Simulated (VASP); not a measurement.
# Be2Co (Fmmm) in VASP: notebook

The runs below take Be2Co through single point, with PBE.

All numbers are computed with VASP 6.6.1; they aren't measurements. Logs are shortened: lines on timing, memory, paths and dates and some standing lists are left out, and cuts for length are marked.

## 1. The cell of the first run

Symmetry: Fmmm, No. 69, orthorhombic system. Conventional cell: a = 2.677 Å, b = 3.839 Å, c = 10.665 Å, α = 90.00°, β = 90.00°, γ = 90.00°. Be (site symmetry mm2) has 4 Co at 2.20 to 2.60 Å and 10 Be at 2.27 to 2.68 Å within 2.9 Å. Within 2.9 Å of Co (site symmetry mmm) lie 8 Be at 2.20 to 2.60 Å and 6 Co at 2.34 to 2.68 Å.

## 2. Single point, PBE, collinear spin, ferromagnetic start

INCAR

```
PREC     = Accurate       # precision mode
ENCUT    = 520            # plane-wave cutoff, eV
EDIFF    = 1E-6           # SCF threshold, eV
ISMEAR   = 0              # smearing method
SIGMA    = 0.1            # smearing width, eV
LREAL    = F              # projectors in reciprocal space
LASPH    = T              # aspherical terms in the spheres
NELM     = 150            # most SCF steps
ALGO     = Fast           # electronic algorithm
ISIF     = 2              # what is computed and relaxed
LWAVE    = F              # write WAVECAR
LCHARG   = F              # write CHGCAR
ISPIN    = 2              # spin polarisation
MAGMOM   = 0 0 3          # initial moments
LORBIT   = 11             # projections on sites
LMAXMIX  = 4              # l up to which the mixer works
GGA      = PE             # functional
NBANDS   = 18             # bands
```

KPOINTS

```
regular mesh
0
Gamma
  6 6 6
```

POSCAR

```
Be2Co
1.0
    0.0000000000      1.9194920000      5.3325430000
    1.3384940000      0.0000000000      5.3325430000
    1.3384940000      1.9194920000      0.0000000000
Be Co
2 1
Direct
    0.3360580000      0.3360580000      0.6639420000
    0.6639420000      0.6639420000      0.3360580000
    0.0000000000      0.0000000000      0.0000000000
```

Potentials or basis: VASP PAW PBE potentials, release 64 (Be, Co).

The run is started by

```
cat potpaw_PBE.64/Be/POTCAR potpaw_PBE.64/Co/POTCAR > POTCAR
mpirun -np 1 vasp_std > vasp.out
```

OUTCAR:

```text
PREC = Accurate
   ENCUT = 520
   EDIFF = 1E-6
   ISMEAR = 0
   LREAL = F
   LASPH = T
   NELM = 150
   ISIF = 2
   ISPIN = 2
   LORBIT = 11
   GGA = PE

 ion  position               nearest neighbor table
   1  0.336  0.336  0.664-   3 2.20   3 2.20   2 2.27   2 2.27   3 2.60   3 2.60
   2  0.664  0.664  0.336-   3 2.20   3 2.20   1 2.27   1 2.27   3 2.60   3 2.60
   3  0.000  0.000  0.000-   2 2.20   2 2.20   1 2.20   1 2.20   1 2.60   2 2.60   2 2.60   1 2.60

  LATTYP: Found a face centered orthorhombic cell.
 ALAT       =     2.6769880000
 B/A-ratio  =     1.4340684381
 C/A-ratio  =     3.9839872274

  Lattice vectors:

 A1 = (   0.0000000000,   1.9194920000,   5.3325430000)
 A2 = (   1.3384940000,   0.0000000000,   5.3325430000)
 A3 = (   1.3384940000,   1.9194920000,   0.0000000000)

Analysis of symmetry for initial positions (statically):
=====================================================================
 Subroutine PRICEL returns:
 Original cell was already a primitive cell.

 Routine SETGRP: Setting up the symmetry group for a
 face centered orthorhombic supercell.

 Subroutine GETGRP returns: Found  8 space group operations
 (whereof  8 operations were pure point group operations)
 out of a pool of  8 trial point group operations.

The static configuration has the point symmetry D_2h.

Analysis of symmetry for dynamics (positions and initial velocities):
=====================================================================
 Subroutine PRICEL returns:
 Original cell was already a primitive cell.

 Routine SETGRP: Setting up the symmetry group for a
 face centered orthorhombic supercell.

 Subroutine GETGRP returns: Found  8 space group operations
 (whereof  8 operations were pure point group operations)
 out of a pool of  8 trial point group operations.

The dynamic configuration has the point symmetry D_2h.

Analysis of structural, dynamic, and magnetic symmetry:
=====================================================================
 Subroutine PRICEL returns:
 Original cell was already a primitive cell.

 Routine SETGRP: Setting up the symmetry group for a
 face centered orthorhombic supercell.

 Subroutine GETGRP returns: Found  8 space group operations
 (whereof  8 operations were pure point group operations)
 out of a pool of  8 trial point group operations.

The overall configuration has the point symmetry D_2h.

 Subroutine INISYM returns: Found  8 space group operations
 (whereof  8 operations are pure point group operations),
 and found     1 'primitive' translations

----------------------------------------------------------------------------------------

                                     Primitive cell

  volume of cell :      27.4010

  direct lattice vectors                    reciprocal lattice vectors
     0.000000000  1.919492000  5.332543000    -0.373554159  0.260485587  0.093763895
     1.338494000  0.000000000  5.332543000     0.373554159 -0.260485587  0.093763895
     1.338494000  1.919492000  0.000000000     0.373554159  0.260485587 -0.093763895

  length of vectors
     5.667491895  5.497961535  2.340088829     0.464959265  0.464959265  0.464959265

  position of ions in fractional coordinates (direct lattice)
     0.336058000  0.336058000  0.663942000
     0.663942000  0.663942000  0.336058000
     0.000000000  0.000000000  0.000000000

  ion indices of the primitive-cell ions
   primitive index   ion index
                 1           1
                 2           2
                 3           3

----------------------------------------------------------------------------------------

 KPOINTS: regular mesh

Automatic generation of k-mesh.
 Grid dimensions read from file:
 generate k-points for:    6    6    6

 Generating k-lattice:

  Cartesian coordinates                     Fractional coordinates (reciprocal lattice)
    -0.062259026  0.043414264  0.015627316     0.166666667  0.000000000  0.000000000
     0.062259026 -0.043414264  0.015627316    -0.000000000  0.166666667 -0.000000000
     0.062259026  0.043414264 -0.015627316     0.000000000  0.000000000  0.166666667

  Length of vectors
     0.077493211  0.077493211  0.077493211

  Shift w.r.t. Gamma in fractional coordinates (k-lattice)
     0.000000000  0.000000000  0.000000000

 Subroutine IBZKPT returns following result:
 ===========================================

 Found     46 irreducible k-points:

 Following reciprocal coordinates:
            Coordinates               Weight
  0.000000  0.000000  0.000000      1.000000
  0.166667  0.000000  0.000000      8.000000
  0.333333  0.000000  0.000000      8.000000
  0.500000  0.000000  0.000000      4.000000
  0.166667  0.166667  0.000000      2.000000
  0.333333  0.166667  0.000000      8.000000
[... 16 lines left out ...]
 -0.166667  0.166667  0.166667      8.000000
  0.500000  0.333333  0.166667      4.000000
 [... further k-points ...]
   k-points           NKPTS =     46   k-points in BZ     NKDIM =     46   number of bands    NBANDS=     18
   number of dos      NEDOS =    301   number of ions     NIONS =      3
   total plane-waves  NPLWV =  31752
   dimension x,y,z NGX =    42 NGY =   42 NGZ =   18
   dimension x,y,z NGXF=    84 NGYF=   84 NGZF=   36
   ions per type =               2   1
   NGX,Y,Z   is equivalent  to a cutoff of  12.32, 12.70, 12.79 a.u.
   NGXF,Y,Z  is equivalent  to a cutoff of  24.64, 25.40, 25.58 a.u.
 SYSTEM =  unknown system
   PREC   = accura    normal or accurate (medium, high low for compatibility)
   ISTART =      0    job   : 0-new  1-cont  2-samecut
   ICHARG =      2    charge: 1-file 2-atom 10-const
   ISPIN  =      2    spin polarized calculation?
   LNONCOLLINEAR =      F non collinear calculations
   LSORBIT =      F    spin-orbit coupling
   LASPH  =      T    aspherical Exc in radial PAW
   ENCUT  =  520.0 eV  38.22 Ry    6.18 a.u.  10.54 10.22  4.35*2*pi/ulx,y,z
   NELM   =    150;   NELMIN=  2; NELMDL= -5     # of ELM steps
   EDIFF  = 0.1E-05   stopping-criterion for ELM
   LREAL  =      F    real-space projection
   EDIFFG = 0.1E-04   stopping-criterion for IOM
   NSW    =      0    number of steps for IOM
   IBRION =     -1    ionic relax: 0-MD 1-quasi-New 2-CG
   NFREE  =      0    steps in history (QN), initial steepest desc. (CG)
   ISIF   =      2    stress and relaxation
   ISYM   =      2    0-nonsym 1-usesym 2-fastsym
   POTIM  = 0.5000    time-step for ionic-motion
   TEBEG  =    0.0;   TEEND  =   0.0 temperature during run
   PSTRESS=    0.0 pullay stress
   NELECT =      13.0000    total number of electrons
   NUPDOWN=      -1.0000    fix difference up-down
   EMIN   =  10.00;   EMAX   =-10.00  energy-range for DOS
   EFERMI =   0.00;   METHOD = LEGACY
   ISMEAR =     0;   SIGMA  =   0.10  broadening in eV -4-tet -1-fermi 0-gaus
   EFERMI_NEDOS =   21; number of points for ismear=-14 and -15
   IALGO  =     68    algorithm
   IMIX   =      4    mixing-type and parameters
     AMIX     =   0.40;   BMIX     =  1.00
     AMIX_MAG =   1.60;   BMIX_MAG =  1.00
  volume/ion in A,a.u.               =       9.13        61.64
  Fermi-wavevector in a.u.,A,eV,Ry     =   1.276831  2.412862 22.181560  1.630299
  Thomas-Fermi vector in A             =   2.409465
   LORBIT       =     11    0 simple, 1 ext, 2 COOP (PROOUT), +10 PAW based schemes
   GGA     = PE    functional components
   LHFCALC =     F    Hartree Fock is set to
   AEXX    =    0.0000 exact exchange contribution
   IVDW    =     0    specifies the selected vdW correction
   LEPSILON=     F    determine dielectric tensor
   LRPA    =     F    only Hartree local field effects (RPA)
 spin polarized calculation
 RMM-DIIS sequential band-by-band and
 Gauss-broadening in eV      SIGMA  =   0.10
  energy-cutoff  :      520.00
  volume of cell :       27.40
 maximum number of plane-waves:       747
   NGX = 21   NGY = 21   NGZ =  9

 number of electron      13.0000002 magnetization       1.0491933

 Free energy of the ion-electron system (eV)
  ---------------------------------------------------
  ext. energy  EPLUGINS =         0.00000000
  ---------------------------------------------------
  free energy    TOTEN  =       -14.61865641 eV

  energy without entropy =      -14.60798917  energy(sigma->0) =      -14.61332279

 E-fermi :   7.9437     XC(G=0): -11.5968

 val. band max:        7.9420053373   @ k =  -0.3333   0.1667  -0.0000
 cond. band min:       7.9786866985   @ k =  -0.3333   0.3333   0.1667
 fundamental gap:      0.0366813612
 Fermi energy:         7.9436580047

 spin component 1

 k-point     1 :       0.0000    0.0000    0.0000
  band No.  band energies     occupation
      1      -2.1772      1.00000
      2       1.5533      1.00000
      3       2.6075      1.00000
      4       4.7014      1.00000
      5       5.2513      1.00000
      6       6.4576      1.00000
[... 10 lines left out ...]
     17      30.9960      0.00000
     18      31.8526      0.00000

 k-point     2 :       0.1667    0.0000    0.0000
  band No.  band energies     occupation
      1      -1.4210      1.00000
      2       2.0191      1.00000
      3       3.1575      1.00000
      4       4.7497      1.00000
      5       5.5678      1.00000
      6       6.4879      1.00000
[... 10 lines left out ...]
     17      30.2484      0.00000
     18      31.6603      0.00000

 k-point     3 :       0.3333    0.0000    0.0000
  band No.  band energies     occupation
      1       0.6653      1.00000
      2       2.9680      1.00000
      3       3.9721      1.00000
      4       5.1152      1.00000
      5       5.7109      1.00000
      6       6.7851      1.00000
[... 412 lines left out ...]
 k-point    23 :      -0.1667    0.1667    0.1667
  band No.  band energies     occupation
      1       2.0566      1.00000
      2       3.6879      1.00000
      3       4.3108      1.00000
      4       5.3120      1.00000
      5       5.5528      1.00000
      6       6.7223      1.00000
[... 10 lines left out ...]
     17      26.6945      0.00000
     18      28.0916      0.00000

 k-point    24 :       0.5000    0.3333    0.1667
  band No.  band energies     occupation
      1      -0.7502      1.00000
      2       0.7291      1.00000
      3       4.3979      1.00000
      4       5.3865      1.00000
      5       5.5262      1.00000
      6       5.8429      1.00000
[... 10 lines left out ...]
     17      29.3858      0.00000
     18      29.7756      0.00000

 [... further k-points ...]

 spin component 2

 k-point     1 :       0.0000    0.0000    0.0000
  band No.  band energies     occupation
      1      -2.1552      1.00000
      2       1.6992      1.00000
      3       2.5565      1.00000
      4       5.6462      1.00000
      5       5.9780      1.00000
      6       7.6443      0.99999
[... 10 lines left out ...]
     17      31.0207      0.00000
     18      31.9177      0.00000

 k-point     2 :       0.1667    0.0000    0.0000
  band No.  band energies     occupation
      1      -1.3965      1.00000
      2       2.1000      1.00000
      3       3.2864      1.00000
      4       5.6505      1.00000
      5       6.3195      1.00000
      6       7.5550      1.00000
[... 10 lines left out ...]
     17      30.3329      0.00000
     18      31.6499      0.00000

 k-point     3 :       0.3333    0.0000    0.0000
  band No.  band energies     occupation
      1       0.7169      1.00000
      2       3.1723      1.00000
      3       4.5729      1.00000
      4       5.6320      1.00000
      5       6.3972      1.00000
      6       8.0021      0.20408
[... 412 lines left out ...]
 k-point    23 :      -0.1667    0.1667    0.1667
  band No.  band energies     occupation
      1       2.1616      1.00000
      2       4.0744      1.00000
      3       4.9941      1.00000
      4       5.8636      1.00000
      5       6.2802      1.00000
      6       7.5594      1.00000
[... 10 lines left out ...]
     17      26.8149      0.00000
     18      28.1982      0.00000

 k-point    24 :       0.5000    0.3333    0.1667
  band No.  band energies     occupation
      1      -0.7234      1.00000
      2       0.7621      1.00000
      3       4.9783      1.00000
      4       6.2294      1.00000
      5       6.3587      1.00000
      6       7.0537      1.00000
[... 10 lines left out ...]
     17      29.5894      0.00000
     18      29.9021      0.00000

 [... further k-points ...]
[... 5 lines left out ...]
  --------------------------------------------------------------------------------------
  -------------------------------------------------------------------------------------
  Total       -0.0236099     -0.6105274      0.2021240      0.0000000      0.0000000      0.0000000
  in kB       -1.3805011    -35.6983899     11.8184722      0.0000000      0.0000000      0.0000000
  external PRESSURE =      -8.4201396 kB  Pullay stress =       0.0000000 kB

 VOLUME and BASIS-vectors are now :
 -----------------------------------------------------------------------------
  energy-cutoff  :      520.00
  volume of cell :       27.40
      direct lattice vectors                 reciprocal lattice vectors
     0.000000000  1.919492000  5.332543000    -0.373554159  0.260485587  0.093763895
     1.338494000  0.000000000  5.332543000     0.373554159 -0.260485587  0.093763895
     1.338494000  1.919492000  0.000000000     0.373554159  0.260485587 -0.093763895

 POSITION                                       TOTAL-FORCE (eV/Angst)
 -----------------------------------------------------------------------------------
      1.33849      1.91949      3.58409        -0.000000      0.000000     -0.105739
      1.33849      1.91949      7.08100        -0.000000      0.000000      0.105739
      0.00000      0.00000      0.00000         0.000000      0.000000      0.000000
 -----------------------------------------------------------------------------------
    total drift:                               -0.000000      0.000000     -0.000000

  FREE ENERGIE OF THE ION-ELECTRON SYSTEM (eV)
  ---------------------------------------------------
  free  energy   TOTEN  =       -14.6186564108 eV

  energy  without entropy=      -14.6079891665  energy(sigma->0) =      -14.61332279

 total charge

# of ion       s       p       d       tot
------------------------------------------
    1        0.407   0.649   0.000   1.056
    2        0.407   0.649   0.000   1.056
    3        0.512   0.615   7.381   8.508
--------------------------------------------------
tot          1.326   1.914   7.381  10.621

 magnetization (x)

# of ion       s       p       d       tot
------------------------------------------
    1       -0.002  -0.009   0.000  -0.011
    2       -0.002  -0.009   0.000  -0.011
    3        0.003  -0.011   1.074   1.067
--------------------------------------------------
tot         -0.000  -0.029   1.074   1.045
```

Run time: 98 s. Hardware: 1 thread of AMD EPYC 7R13 (Zen 3), shared host; peak memory 0.19 GiB.

Results:

| Item | Value |
| --- | --- |
| Free energy | -14.6187 eV |
| Pressure | -0.8 GPa |
| Largest force | 0.106 eV/Å |
| Net moment | 1.05 μB per cell |
| Site moments | Be -0.01; Co +1.07 μB |
| Valence electrons inside the program's atomic spheres | Be 1.06; Co 8.51 |

Forces on the atoms (eV/Å):
```
Be   0.000  0.000 -0.106
Be   0.000  0.000  0.106
Co   0.000  0.000  0.000
```

Caveat: the k points lie up to 0.49 Å⁻¹ apart.

(Part 1 of 2 ends here.)
